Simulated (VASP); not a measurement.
# Tl (Fm-3m) in VASP: notebook, part 3 of 3

VASP 6.6.1. Earlier steps stand in the parts before.

### 6 Single point, RPBE (33.51 Å³/atom)

File INCAR:

```
  PREC = Accurate
  ENCUT = 520
  EDIFF = 1E-6
  ISMEAR = -1
  SIGMA = 0.1
  LREAL = F
  LASPH = T
  NELM = 80
  ALGO = Normal
  ISIF = 2
  LWAVE = F
  LCHARG = F
  GGA = RP
  NBANDS = 12
```

File KPOINTS:

```
regular mesh
0
Gamma
  12 12 12
```

File POSCAR:

```
Tl
1.0
    0.0000000000      2.5589372917      2.5589372917
    2.5589372917      0.0000000000      2.5589372917
    2.5589372917      2.5589372917      0.0000000000
Tl
1
Direct
    0.0000000000      0.0000000000      0.0000000000
```

Potentials or basis: VASP PAW PBE potentials, release 64 (Tl_d).

The run is started by

```sh
cat potpaw_PBE.64/Tl_d/POTCAR > POTCAR
mpirun -np 1 vasp_std > vasp.out
```

OUTCAR:

```text
PREC = Accurate
   ENCUT = 520
   EDIFF = 1E-6
   ISMEAR = -1
   LREAL = F
   LASPH = T
   NELM = 80
   ISIF = 2
   GGA = RP

 ion  position               nearest neighbor table
   1  0.000  0.000  0.000-

  LATTYP: Found a face centered cubic cell.
 ALAT       =     5.1178745834

  Lattice vectors:

 A1 = (   0.0000000000,   2.5589372917,   2.5589372917)
 A2 = (   2.5589372917,   0.0000000000,   2.5589372917)
 A3 = (   2.5589372917,   2.5589372917,   0.0000000000)

Analysis of symmetry for initial positions (statically):
=====================================================================
 Subroutine PRICEL returns:
 Original cell was already a primitive cell.

 Routine SETGRP: Setting up the symmetry group for a
 face centered cubic supercell.

 Subroutine GETGRP returns: Found 48 space group operations
 (whereof 48 operations were pure point group operations)
 out of a pool of 48 trial point group operations.

The static configuration has the point symmetry O_h .

Analysis of symmetry for dynamics (positions and initial velocities):
=====================================================================
 Subroutine PRICEL returns:
 Original cell was already a primitive cell.

 Routine SETGRP: Setting up the symmetry group for a
 face centered cubic supercell.

 Subroutine GETGRP returns: Found 48 space group operations
 (whereof 48 operations were pure point group operations)
 out of a pool of 48 trial point group operations.

The dynamic configuration has the point symmetry O_h .

 Subroutine INISYM returns: Found 48 space group operations
 (whereof 48 operations are pure point group operations),
 and found     1 'primitive' translations

----------------------------------------------------------------------------------------

                                     Primitive cell

  volume of cell :      33.5127

  direct lattice vectors                    reciprocal lattice vectors
     0.000000000  2.558937292  2.558937292    -0.195393612  0.195393612  0.195393612
     2.558937292  0.000000000  2.558937292     0.195393612 -0.195393612  0.195393612
     2.558937292  2.558937292  0.000000000     0.195393612  0.195393612 -0.195393612

  length of vectors
     3.618883823  3.618883823  3.618883823     0.338431663  0.338431663  0.338431663

  position of ions in fractional coordinates (direct lattice)
     0.000000000  0.000000000  0.000000000

  ion indices of the primitive-cell ions
   primitive index   ion index
                 1           1

----------------------------------------------------------------------------------------

 KPOINTS: regular mesh

Automatic generation of k-mesh.
 Grid dimensions read from file:
 generate k-points for:   12   12   12

 Generating k-lattice:

  Cartesian coordinates                     Fractional coordinates (reciprocal lattice)
    -0.016282801  0.016282801  0.016282801     0.083333333  0.000000000  0.000000000
     0.016282801 -0.016282801  0.016282801     0.000000000  0.083333333  0.000000000
     0.016282801  0.016282801 -0.016282801     0.000000000  0.000000000  0.083333333

  Length of vectors
     0.028202639  0.028202639  0.028202639

  Shift w.r.t. Gamma in fractional coordinates (k-lattice)
     0.000000000  0.000000000  0.000000000

 Subroutine IBZKPT returns following result:
 ===========================================

 Found     72 irreducible k-points:

 Following reciprocal coordinates:
            Coordinates               Weight
  0.000000  0.000000  0.000000      1.000000
  0.083333  0.000000  0.000000      8.000000
  0.166667  0.000000  0.000000      8.000000
  0.250000  0.000000  0.000000      8.000000
  0.333333  0.000000  0.000000      8.000000
  0.416667  0.000000  0.000000      8.000000
[... 16 lines left out ...]
  0.500000  0.166667  0.000000     24.000000
 -0.416667  0.166667  0.000000     24.000000
 [... further k-points ...]
   k-points           NKPTS =     72   k-points in BZ     NKDIM =     72   number of bands    NBANDS=     12
   number of dos      NEDOS =    301   number of ions     NIONS =      1
   total plane-waves  NPLWV =  21952
   dimension x,y,z NGX =    28 NGY =   28 NGZ =   28
   dimension x,y,z NGXF=    56 NGYF=   56 NGZF=   56
   ions per type =               1
   NGX,Y,Z   is equivalent  to a cutoff of  12.86, 12.86, 12.86 a.u.
   NGXF,Y,Z  is equivalent  to a cutoff of  25.73, 25.73, 25.73 a.u.
 SYSTEM =  unknown system
   PREC   = accura    normal or accurate (medium, high low for compatibility)
   ISTART =      0    job   : 0-new  1-cont  2-samecut
   ICHARG =      2    charge: 1-file 2-atom 10-const
   ISPIN  =      1    spin polarized calculation?
   LNONCOLLINEAR =      F non collinear calculations
   LSORBIT =      F    spin-orbit coupling
   LASPH  =      T    aspherical Exc in radial PAW
   ENCUT  =  520.0 eV  38.22 Ry    6.18 a.u.   6.73  6.73  6.73*2*pi/ulx,y,z
   NELM   =     80;   NELMIN=  2; NELMDL= -5     # of ELM steps
   EDIFF  = 0.1E-05   stopping-criterion for ELM
   LREAL  =      F    real-space projection
   EDIFFG = 0.1E-04   stopping-criterion for IOM
   NSW    =      0    number of steps for IOM
   IBRION =     -1    ionic relax: 0-MD 1-quasi-New 2-CG
   NFREE  =      0    steps in history (QN), initial steepest desc. (CG)
   ISIF   =      2    stress and relaxation
   ISYM   =      2    0-nonsym 1-usesym 2-fastsym
   POTIM  = 0.5000    time-step for ionic-motion
   TEBEG  =    0.0;   TEEND  =   0.0 temperature during run
   PSTRESS=    0.0 pullay stress
   NELECT =      13.0000    total number of electrons
   NUPDOWN=      -1.0000    fix difference up-down
   EMIN   =  10.00;   EMAX   =-10.00  energy-range for DOS
   EFERMI =   0.00;   METHOD = LEGACY
   ISMEAR =    -1;   SIGMA  =   0.10  broadening in eV -4-tet -1-fermi 0-gaus
   EFERMI_NEDOS =   21; number of points for ismear=-14 and -15
   IALGO  =     38    algorithm
   IMIX   =      4    mixing-type and parameters
     AMIX     =   0.40;   BMIX     =  1.00
     AMIX_MAG =   1.60;   BMIX_MAG =  1.00
  volume/ion in A,a.u.               =      33.51       226.15
  Fermi-wavevector in a.u.,A,eV,Ry     =   1.193950  2.256239 19.395346  1.425518
  Thomas-Fermi vector in A             =   2.329952
   LORBIT       =      0    0 simple, 1 ext, 2 COOP (PROOUT), +10 PAW based schemes
   GGA     = RP    functional components
   LHFCALC =     F    Hartree Fock is set to
   AEXX    =    0.0000 exact exchange contribution
   IVDW    =     0    specifies the selected vdW correction
   LEPSILON=     F    determine dielectric tensor
   LRPA    =     F    only Hartree local field effects (RPA)
 non-spin polarized calculation
  energy-cutoff  :      520.00
  volume of cell :       33.51
 maximum number of plane-waves:       934
   NGX = 13   NGY = 13   NGZ = 13

 number of electron      12.9999997 magnetization

 Free energy of the ion-electron system (eV)
  ---------------------------------------------------
  ext. energy  EPLUGINS =         0.00000000
  ---------------------------------------------------
  free energy    TOTEN  =        -1.82593318 eV

  energy without entropy =       -1.80239802  energy(sigma->0) =       -1.81416560

 E-fermi :   5.1743     XC(G=0):  -9.2843

 val. band max:        5.0940475567   @ k =   0.5000   0.4167   0.0833
 cond. band min:       5.1935938142   @ k =  -0.4167   0.4167   0.1667
 fundamental gap:      0.0995462575
 Fermi energy:         5.1743052764

 k-point     1 :       0.0000    0.0000    0.0000
  band No.  band energies     occupation
      1      -6.3197      2.00000
      2      -6.3197      2.00000
      3      -6.3197      2.00000
      4      -6.1407      2.00000
      5      -6.1407      2.00000
      6      -3.8540      2.00000
      7      14.1670      0.00000
      8      14.1670      0.00000
      9      14.1670      0.00000
     10      15.8550      0.00000
     11      17.5512      0.00000
     12      18.8531      0.00000

 k-point     2 :       0.0833    0.0000    0.0000
  band No.  band energies     occupation
      1      -6.3221      2.00000
      2      -6.3075      2.00000
      3      -6.3075      2.00000
      4      -6.1421      2.00000
      5      -6.1421      2.00000
      6      -3.7260      2.00000
      7      12.6815      0.00000
      8      14.0142      0.00000
      9      14.0142      0.00000
     10      15.6635      0.00000
     11      18.1697      0.00000
     12      19.1326      0.00000
[... 316 lines left out ...]
 k-point    24 :      -0.4167    0.1667    0.0000
  band No.  band energies     occupation
      1      -6.3738      2.00000
      2      -6.3007      2.00000
      3      -6.2356      2.00000
      4      -6.0520      2.00000
      5      -5.9972      2.00000
      6       0.0837      2.00000
      7       3.5704      2.00000
      8       9.1965      0.00000
      9      11.6016      0.00000
     10      14.1733      0.00000
     11      18.1773      0.00000
     12      18.9501      0.00000

 [... further k-points ...]
[... 5 lines left out ...]
  --------------------------------------------------------------------------------------
  -------------------------------------------------------------------------------------
  Total       -0.0102175     -0.0102175     -0.0102175      0.0000000      0.0000000      0.0000000
  in kB       -0.4884783     -0.4884783     -0.4884783      0.0000000      0.0000000      0.0000000
  external PRESSURE =      -0.4884783 kB  Pullay stress =       0.0000000 kB

 VOLUME and BASIS-vectors are now :
 -----------------------------------------------------------------------------
  energy-cutoff  :      520.00
  volume of cell :       33.51
      direct lattice vectors                 reciprocal lattice vectors
     0.000000000  2.558937292  2.558937292    -0.195393612  0.195393612  0.195393612
     2.558937292  0.000000000  2.558937292     0.195393612 -0.195393612  0.195393612
     2.558937292  2.558937292  0.000000000     0.195393612  0.195393612 -0.195393612

 POSITION                                       TOTAL-FORCE (eV/Angst)
 -----------------------------------------------------------------------------------
      0.00000      0.00000      0.00000         0.000000      0.000000      0.000000
 -----------------------------------------------------------------------------------
    total drift:                               -0.000000     -0.000000     -0.000000

  FREE ENERGIE OF THE ION-ELECTRON SYSTEM (eV)
  ---------------------------------------------------
  free  energy   TOTEN  =        -1.8259331767 eV

  energy  without entropy=       -1.8023980201  energy(sigma->0) =       -1.81416560
```

OSZICAR:

```text
N       E                     dE             d eps       ncg     rms          rms(c)
DAV:   1     0.513573753421E+02    0.51357E+02   -0.65796E+03  1800   0.917E+02
DAV:   2    -0.122958303389E+01   -0.52587E+02   -0.51560E+02  1948   0.209E+02
DAV:   3    -0.183239601610E+01   -0.60281E+00   -0.60239E+00  2080   0.205E+01
DAV:   4    -0.183542871713E+01   -0.30327E-02   -0.30326E-02  2000   0.168E+00
DAV:   5    -0.183547015034E+01   -0.41433E-04   -0.41433E-04  2120   0.191E-01    0.137E+00
DAV:   6    -0.182666921084E+01    0.88009E-02   -0.16171E-02  2024   0.115E+00    0.100E+00
DAV:   7    -0.182577263257E+01    0.89658E-03   -0.68401E-03  2048   0.752E-01    0.406E-01
DAV:   8    -0.182591576183E+01   -0.14313E-03   -0.46161E-04  1988   0.183E-01    0.262E-02
DAV:   9    -0.182593042732E+01   -0.14665E-04   -0.15875E-05  2048   0.321E-02    0.105E-02
DAV:  10    -0.182593307419E+01   -0.26469E-05   -0.21686E-06  2032   0.125E-02    0.690E-04
DAV:  11    -0.182593317665E+01   -0.10246E-06   -0.57835E-08  1164   0.136E-03
   1 F= -.18259332E+01 E0= -.18141656E+01  d E =-.235352E-01
```

Wall time 35 s (1 thread of Intel Xeon 8259CL, shared host); peak memory 0.17 GiB.

Results:

```
Free energy            : -1.8259 eV
Pressure               : 0.0 GPa
Band gap on the k mesh : zero (an odd number of electrons rules out a gap without spin polarisation)
```

Caveat: the PAW data sets were made with another functional, which shifts forces and pressure a little; spin-orbit coupling is left out, which moves the levels of the heavy elements.

### 7 Overview

| cell | k mesh | gap on the mesh (eV) | pressure (GPa) |
| --- | --- | --- | --- |
| a = 3.619 Å, angles 60.0°, 1 atom | 11 × 11 × 11 | none | 0.0 |
| a = 3.468 Å, angles 60.0°, 1 atom | 12 × 12 × 12 | none | 3.6 |
| a = 3.520 Å, angles 60.0°, 1 atom | 12 × 12 × 12 | none | 2.0 |
| a = 3.570 Å, angles 60.0°, 1 atom | 12 × 12 × 12 | none | 0.9 |
| a = 3.619 Å, angles 60.0°, 1 atom | 12 × 12 × 12 | none | 0.0 |

Alike in all rows: task single point; level RPBE; potentials or basis VASP PAW PBE potentials, release 64 (Tl_d); no spin polarisation; cutoff (eV) 520; smearing fermi-dirac 0.1 eV.

Caveats: the PAW data sets were made with another functional, which shifts forces and pressure a little; spin-orbit coupling is left out, which moves the levels of the heavy elements; the cell stands under pressure (at least some runs).

Total energies depend on the potentials used, so only differences within one code and one set of settings carry meaning.
